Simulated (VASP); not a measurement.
Input of a VASP 6.6.1 run:

The input INCAR:

```
SYSTEM = NiCl3
ALGO = Normal
EDIFF = 1E-6
ENCUT = 520
GGA = PS
ISIF = 2
ISMEAR = 0
ISPIN = 2
LASPH = .True.
LCHARG = .False.
LMAXMIX = 4
LORBIT = 11
LREAL = .False.
LWAVE = .False.
MAGMOM = 0.08 0 0 0
NBANDS = 28
NELM = 150
PREC = Accurate
SIGMA = 0.05
```

File KPOINTS:

```
k-points
0
Gamma
  6 6 6
  0 0 0
```

Contents of POSCAR:

```
NiCl3
1.0
    4.5494270662      0.0000000000      0.0000000000
    0.0000000000      4.5494270662      0.0000000000
    0.0000000000      0.0000000000      4.5494270662
Ni Cl
1 3
Direct
    0.0000000000      0.0000000000      0.0000000000
    0.5000000000      0.0000000000      0.0000000000
    0.0000000000      0.0000000000      0.5000000000
    0.0000000000      0.5000000000      0.0000000000
```

Potentials or basis: VASP PAW PBE potentials, release 64 (Ni, Cl).

Command:

```bash
$ cat potpaw_PBE.64/Ni/POTCAR potpaw_PBE.64/Cl/POTCAR > POTCAR
$ mpirun -np 1 vasp_std > vasp.out
```

Task: What does it give for the pressure?

Result: -0.5 GPa.

Task: Estimate the site moments.

Result: Ni +0.02; Cl +0.00 μB.

Task: What does it give for the net moment?

Result: 0.03 μB per cell.

Caveat: the PAW data sets were made with another functional, which shifts forces and pressure a little.
